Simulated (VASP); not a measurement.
# Zr3S2 (R32) in VASP: further runs, part 3 of 3

VASP 6.6.1.

### Step 6. Relaxation of cell and atoms, PBE

File INCAR:

```
SYSTEM = Zr3S2
ALGO     = Normal         ! electronic algorithm
EDIFF    = 1E-6           ! SCF threshold, eV
EDIFFG   = -0.01          ! ionic threshold
ENCUT    = 600            ! plane-wave cutoff, eV
GGA      = PE             ! functional
IBRION   = 2              ! ionic algorithm
ISIF     = 3              ! what is computed and relaxed
ISMEAR   = -1             ! smearing method
LASPH    = .True.         ! aspherical terms in the spheres
LCHARG   = .False.        ! write CHGCAR
LREAL    = .False.        ! projectors in reciprocal space
LWAVE    = .False.        ! write WAVECAR
NELM     = 80             ! most SCF steps
NSW      = 60             ! ionic steps
PREC     = Accurate       ! precision mode
SIGMA    = 0.05           ! smearing width, eV
```

File KPOINTS:

```
k-points
0
Gamma
  6 6 6
  0 0 0
```

File POSCAR:

```
Zr3S2
1.0
    2.9025379727      1.6757810799      3.4877732718
   -2.9025379727      1.6757810799      3.4877732718
    0.0000000000     -3.3515621597      3.4877732718
Zr S
3 2
Direct
    0.8387270000      0.5000000000      0.1612730000
    0.5000000000      0.1612730000      0.8387270000
    0.1612730000      0.8387270000      0.5000000000
    0.6650230000      0.6650230000      0.6650230000
    0.3349770000      0.3349770000      0.3349770000
```

Potentials or basis: VASP PAW PBE potentials, release 64 (Zr_sv, S).

The run is started by

```
> cat potpaw_PBE.64/Zr_sv/POTCAR potpaw_PBE.64/S/POTCAR > POTCAR
> mpirun -np 1 vasp_std > vasp.out
```

OUTCAR:

```text
SYSTEM = Zr3S2
   EDIFF = 1E-6
   EDIFFG = -0.01
   ENCUT = 600
   GGA = PE
   IBRION = 2
   ISIF = 3
   ISMEAR = -1
   LASPH = .True.
   LREAL = .False.
   NELM = 80
   NSW = 60
   PREC = Accurate

 ion  position               nearest neighbor table
   1  0.839  0.500  0.161-   4 2.61   5 2.61   4 2.62   5 2.62   3 3.32   3 3.32   2 3.32   2 3.32
                             2 3.41   3 3.41   3 3.49   2 3.49
   2  0.500  0.161  0.839-   5 2.61   4 2.61   5 2.62   4 2.62   3 3.32   3 3.32   1 3.32   1 3.32
                             1 3.41   3 3.41   3 3.49   1 3.49
   3  0.161  0.839  0.500-   4 2.61   5 2.61   4 2.62   5 2.62   2 3.32   1 3.32   1 3.32   2 3.32
                             1 3.41   2 3.41   1 3.49   2 3.49
   4  0.665  0.665  0.665-   1 2.61   2 2.61   3 2.61   1 2.62   3 2.62   2 2.62
   5  0.335  0.335  0.335-   2 2.61   1 2.61   3 2.61   2 2.62   3 2.62   1 2.62

  LATTYP: Found a trigonal (rhomboedric) cell.
 ALAT       =     4.8370994724
 COS(alpha) =     0.2798619160

[... 308 lines left out ...]
  ext. energy  EPLUGINS =         0.00000000
  ---------------------------------------------------
  free energy    TOTEN  =       -39.24203677 eV

  energy without entropy =      -39.22241206  energy(sigma->0) =      -39.23222442

 E-fermi :   8.9572     XC(G=0): -10.9435

 val. band max:        8.9369369170   @ k =   0.1667  -0.0000  -0.0000
 cond. band min:       8.9731354360   @ k =   0.5000   0.1667   0.1667
 fundamental gap:      0.0361985190
 Fermi energy:         8.9571896992

 k-point     1 :       0.0000    0.0000    0.0000
  band No.  band energies     occupation
      1     -40.1413      2.00000
      2     -40.0604      2.00000
      3     -40.0604      2.00000
      4     -18.3087      2.00000
      5     -18.3087      2.00000
      6     -18.3028      2.00000
[... 733 lines left out ...]
     27      10.5001      0.00000
     28      10.8994      0.00000

 [... further k-points ...]
[... 5 lines left out ...]
  --------------------------------------------------------------------------------------
  -------------------------------------------------------------------------------------
  Total       -0.0080953     -0.0080953      0.0435319      0.0000000      0.0000000      0.0000000
  in kB       -0.1283609     -0.1283609      0.6902541      0.0000000      0.0000000      0.0000000
  external PRESSURE =       0.1445108 kB  Pullay stress =       0.0000000 kB
[... 20 lines left out ...]
  FREE ENERGIE OF THE ION-ELECTRON SYSTEM (eV)
  ---------------------------------------------------
  free  energy   TOTEN  =       -39.2420367695 eV

  energy  without entropy=      -39.2224120607  energy(sigma->0) =      -39.23222442

 reached required accuracy - stopping structural energy minimisation
```

Wall time 3.6 min (1 thread of Intel Xeon 6975P-C, shared host); peak memory 0.31 GiB.

What came out:

- Free energy: -39.2420 eV
- Relaxed volume: 20.21 Å³/atom
- Relaxed cell: a = 4.827 Å, b = 4.827 Å, c = 4.827 Å, α = 73.68°, β = 73.68°, γ = 73.68°
- Space group after relaxing (to 0.05 Å): R32 (No. 155)
- Energy gained by relaxing: 0.5 meV/atom
- Ionic steps: 4
- Pressure after relaxing: 0.0 GPa
- Largest force after relaxing: 0.007 eV/Å
- Band gap on the k mesh: zero (band 24 reaches 9.08 eV, above the bottom of band 25 at 8.84 eV)

Forces in eV/Å, atoms in the order of the input:
```
Zr  -0.003 -0.006  0.000
Zr  -0.003  0.006  0.000
Zr   0.007  0.000  0.000
S    0.000  0.000  0.003
S    0.000  0.000 -0.003
```

The path:
| step | energy change (eV) | largest force (eV/Å) | pressure (GPa) | volume (Å³) |
| --- | --- | --- | --- | --- |
| 1 | 0.0000 | 0.0550 | -0.88 | 101.79 |
| 2 | 0.0008 | 0.0257 | 1.11 | 100.15 |
| 3 | -0.0022 | 0.0184 | 0.02 | 101.03 |
| 4 | -0.0023 | 0.0066 | 0.01 | 101.04 |

Final structure:
```
Zr S
1.0
     2.89403    1.67087    3.48268
    -2.89403    1.67087    3.48268
     0.00000   -3.34173    3.48268
Zr S
3 2
Direct
  0.83837 0.50000 0.16163
  0.50000 0.16163 0.83837
  0.16163 0.83837 0.50000
  0.66496 0.66496 0.66496
  0.33504 0.33504 0.33504
```

### Step 7. Overview

```csv
task,level,U,cell,k mesh,cutoff (eV),smearing,gap on the mesh (eV),pressure (GPa),largest force (eV/Å)
single point,PBE+U,Zr d U = 5.3 eV,"a = 4.837 Å, angles 73.7°, 5 atoms",5 × 5 × 5,520,methfessel-paxton 0.1 eV,none,8.4,0.10
single point,PBE,-,"a = 4.827 Å, angles 73.7°, 5 atoms",6 × 6 × 6,520,fermi-dirac 0.05 eV,none,0.0,-
single point,PBE,-,"a = 4.837 Å, angles 73.7°, 5 atoms",6 × 6 × 6,520,fermi-dirac 0.05 eV,none,-0.9,0.05
single point,r2SCAN,-,"a = 4.833 Å, angles 73.4°, 5 atoms",6 × 6 × 6,520,fermi-dirac 0.05 eV,none,0.0,0.01
relaxation of cell and atoms,PBE,-,"relaxed from a = 4.837 Å, angles 73.7°, 5 atoms",6 × 6 × 6,600,fermi-dirac 0.05 eV,none,0.0,0.01
```

Alike in all rows: potentials or basis VASP PAW PBE potentials, release 64 (Zr_sv, S); no spin polarisation.

Caveats: U without spin polarisation on a metal has little footing (some runs); the PAW data sets were made with another functional, which shifts forces and pressure a little (some runs).

Absolute energies hang on the potentials; compare differences alone.
